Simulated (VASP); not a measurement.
# HfB (Fm-3m) in VASP: notebook, part 4 of 4

VASP 6.6.1. Earlier steps stand in the parts before.

## Step 6: Relaxation of cell and atoms, PBEsol, target pressure -3 GPa, at which the enthalpy is minimised

This run uses another cell than the first one, of 14.11 Å³/atom.

Contents of INCAR:

```
ALGO = Normal ; EDIFF = 1E-7
EDIFFG = -0.008 ; ENCUT = 500
GGA = PS ; GGA_COMPAT = F
IBRION = 2 ; ISIF = 3
ISMEAR = 0 ; LASPH = T
LCHARG = F ; LREAL = F
LWAVE = F ; NELM = 120
NELMIN = 4 ; NSW = 70
PREC = Accurate ; PSTRESS = -30.0
SIGMA = 0.1
```

Contents of KPOINTS:

```
k-points
0
Gamma
  16 16 16
```

Contents of POSCAR:

```
HfB
1.0
    0.0000000000      2.4162993353      2.4162993353
    2.4162993353      0.0000000000      2.4162993353
    2.4162993353      2.4162993353      0.0000000000
Hf B
1 1
Direct
    0.5000000000      0.5000000000      0.5000000000
    0.0000000000      0.0000000000      0.0000000000
```

Potentials or basis: VASP PAW PBE potentials, release 64 (Hf_pv, B).

The run is started by

```console
$ cat potpaw_PBE.64/Hf_pv/POTCAR potpaw_PBE.64/B/POTCAR > POTCAR
$ mpirun -np 1 vasp_std > vasp.out
```

OUTCAR:

```text
EDIFF = 1E-7
   EDIFFG = -0.008
   ENCUT = 500
   GGA = PS
   IBRION = 2
   ISIF = 3
   ISMEAR = 0
   LASPH = T
   LREAL = F
   NELM = 120
   NELMIN = 4
   NSW = 70
   PREC = Accurate
   PSTRESS = -30.0

 ion  position               nearest neighbor table
   1  0.500  0.500  0.500-   2 2.42   2 2.42   2 2.42   2 2.42   2 2.42   2 2.42
   2  0.000  0.000  0.000-   1 2.42   1 2.42   1 2.42   1 2.42   1 2.42   1 2.42

  LATTYP: Found a face centered cubic cell.
 ALAT       =     4.8325986706

  Lattice vectors:

 A1 = (   0.0000000000,   2.4162993353,   2.4162993353)
 A2 = (   2.4162993353,   0.0000000000,   2.4162993353)
 A3 = (   2.4162993353,   2.4162993353,   0.0000000000)

Analysis of symmetry for initial positions (statically):
=====================================================================
 Subroutine PRICEL returns:
 Original cell was already a primitive cell.

 Routine SETGRP: Setting up the symmetry group for a
 face centered cubic supercell.

 Subroutine GETGRP returns: Found 48 space group operations
 (whereof 48 operations were pure point group operations)
 out of a pool of 48 trial point group operations.
[... 171 lines left out ...]
  --------------------------------------------------------------------------------------
  -------------------------------------------------------------------------------------
  Total       -0.8006937     -0.8006937     -0.8006937      0.0000000      0.0000000     -0.0000000
  in kB      -45.4668405    -45.4668405    -45.4668405      0.0000000      0.0000000     -0.0000000
  external PRESSURE =     -15.4668405 kB  Pullay stress =     -30.0000000 kB
[... 63 lines left out ...]
--------------------------------------- Ionic step        3  -------------------------------------------

 number of electron      13.0000000 magnetization

 Free energy of the ion-electron system (eV)
  ---------------------------------------------------
  ext. energy  EPLUGINS =         0.00000000
  ---------------------------------------------------
  free energy    TOTEN  =       -18.40705157 eV

  energy without entropy =      -18.40274080  energy(sigma->0) =      -18.40489619

 E-fermi :   4.2212     XC(G=0): -11.8169

 val. band max:        4.2202285504   @ k =   0.5000   0.2500   0.0000
 cond. band min:       4.2284911436   @ k =  -0.3750   0.3750   0.0625
 fundamental gap:      0.0082625932
 Fermi energy:         4.2211683028

 k-point     1 :       0.0000    0.0000    0.0000
  band No.  band energies     occupation
      1     -24.6901      2.00000
      2     -24.6901      2.00000
      3     -24.6901      2.00000
      4      -4.9259      2.00000
      5       6.2387      0.00000
      6       6.2387      0.00000
      7       6.2387      0.00000
      8       7.8600      0.00000
      9       7.8600      0.00000
     10       7.8600      0.00000
[... 287 lines left out ...]
 k-point    24 :      -0.0625    0.0625    0.0000
  band No.  band energies     occupation
      1     -24.7339      2.00000
      2     -24.7030      2.00000
      3     -24.6920      2.00000
      4      -4.6686      2.00000
      5       5.5624      0.00000
      6       5.6232      0.00000
      7       6.0380      0.00000
      8       6.3856      0.00000
      9       7.3741      0.00000
     10       8.4031      0.00000

 [... further k-points ...]
[... 5 lines left out ...]
  --------------------------------------------------------------------------------------
  -------------------------------------------------------------------------------------
  Total       -0.5222508     -0.5222508     -0.5222508      0.0000000     -0.0000000      0.0000000
  in kB      -29.9305191    -29.9305191    -29.9305191      0.0000000     -0.0000000      0.0000000
  external PRESSURE =       0.0694809 kB  Pullay stress =     -30.0000000 kB
[... 21 lines left out ...]
  energy  without entropy=      -18.4027408045  energy(sigma->0) =      -18.40489619

  enthalpy is  TOTEN    =       -18.9305147626 eV   P V=       -0.5234631911

 reached required accuracy - stopping structural energy minimisation
```

CONTCAR:

```text
HfB
   1.00000000000000
     0.0000000000000000    2.4088799681364654    2.4088799681364654
     2.4088799681364654    0.0000000000000000    2.4088799681364654
     2.4088799681364654    2.4088799681364654   -0.0000000000000000
  Hf              B
     1     1
Direct
     0.5000000000000000    0.5000000000000000    0.5000000000000000
     0.0000000000000000    0.0000000000000000    0.0000000000000000

  0.00000000E+00  0.00000000E+00  0.00000000E+00
  0.00000000E+00  0.00000000E+00  0.00000000E+00
```

It took 1.7 min on 1 thread of AMD EPYC 7R13 (Zen 3), shared host; peak memory 0.16 GiB.

Results:

```yaml
Free_energy: -18.4071 eV
Relaxed_volume: 13.98 Å³/atom
Relaxed_cell: a = 3.407 Å, b = 3.407 Å, c = 3.407 Å, α = 60.00°, β = 60.00°, γ = 60.00°
Space_group_after_relaxing_to_0.1_Å: Fm-3m (No. 225)
Energy_change_on_relaxing_the_run_minimises_the_enthalpy: -3.1 meV/atom
Ionic_steps: 3
Pressure_after_relaxing: -3.0 GPa
Band_gap_on_the_k_mesh: zero (an odd number of electrons rules out a gap without spin polarisation)
```

Step by step:
| step | energy change (eV) | largest force (eV/Å) | pressure (GPa) | volume (Å³) |
| --- | --- | --- | --- | --- |
| 1 | 0.0000 | 0.0000 | -4.55 | 28.22 |
| 2 | -0.0099 | 0.0000 | -1.15 | 27.66 |
| 3 | -0.0061 | 0.0000 | -2.99 | 27.96 |

Final structure:
```
CELL_PARAMETERS angstrom
0.00000 2.40888 2.40888
2.40888 0.00000 2.40888
2.40888 2.40888 0.00000
ATOMIC_POSITIONS crystal
Hf 0.50000 0.50000 0.50000
B 0.00000 0.00000 0.00000
```

Levels at points of the mesh, in eV from the Fermi level:
```csv
k point,band 5,band 6,band 7,band 8,band 9,band 10
"(0.00, 0.00, 0.00)",2.02,2.02,2.02,3.64,3.64,3.64
"(0.50, 0.00, 0.00)",-4.39,-1.16,-1.16,5.69,5.69,6.53
"(0.50, 0.50, 0.00)",-1.22,-0.84,2.00,2.00,5.44,6.82
```

Caveat: the cell is relaxed towards a set pressure, so the run minimises the enthalpy, not the energy; the PAW data sets were made with another functional, which shifts forces and pressure a little; spin-orbit coupling is left out, which moves the levels of the heavy elements.

## Step 7: Summary

| cell | gap on the mesh (eV) | pressure (GPa) |
| --- | --- | --- |
| relaxed to 30 GPa from a = 3.239 Å, angles 60.0°, 2 atoms | none | 30.0 |
| relaxed to 15 GPa from a = 3.303 Å, angles 60.0°, 2 atoms | none | 15.0 |
| relaxed to 8 GPa from a = 3.338 Å, angles 60.0°, 2 atoms | none | 8.0 |
| relaxed to 3 GPa from a = 3.353 Å, angles 60.0°, 2 atoms | none | 3.0 |
| relaxed to -3 GPa from a = 3.417 Å, angles 60.0°, 2 atoms | none | -3.0 |

Alike in all rows: task relaxation of cell and atoms; level PBEsol; potentials or basis VASP PAW PBE potentials, release 64 (Hf_pv, B); no spin polarisation; k mesh 16 × 16 × 16; cutoff (eV) 500; smearing gaussian 0.1 eV.

Caveats: the cell is relaxed towards a set pressure, so the run minimises the enthalpy, not the energy; the PAW data sets were made with another functional, which shifts forces and pressure a little; spin-orbit coupling is left out, which moves the levels of the heavy elements.

Absolute energies hang on the potentials; compare differences alone.

The gap in the log of VASP goes by the Fermi energy; the results here count the filled bands.